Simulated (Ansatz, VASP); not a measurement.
**Two plane-wave programs on MgS**

```
Mg S
1.0
     0.00000    2.72009    2.72009
     2.72009    0.00000    2.72009
     2.72009    2.72009    0.00000
Mg S
1 1
Direct
  0.00000 0.00000 0.00000
  0.50000 0.50000 0.50000
```

Alike in both runs: task single point; functional PBEsol; k mesh 6 × 6 × 6; occupations gaussian, width 0.1 eV; no spin polarisation.

|  | VASP | Ansatz |
| --- | --- | --- |
| version | VASP 6.6.1 | Ansatz 0.2.0 |
| potentials or method | VASP PAW PBE potentials, release 64 (Mg, S), cutoff 600 eV | scalar-relativistic, plane waves, PAW |
| valence electrons in the cell | 8 | 16 |

```csv
,VASP,Ansatz,Ansatz less VASP
gap on the k mesh at the Fermi level (eV),2.42,2.42,+0.007
least direct gap on the mesh (eV),2.64,2.65,+0.006
pressure (GPa),-8.6,-8.4,+0.18
```

VASP's potentials were made for PBE, not for PBEsol. VASP's potentials hold 8 valence electrons a cell and Ansatz's 16, so a difference there can come from the potentials and not from the codes.
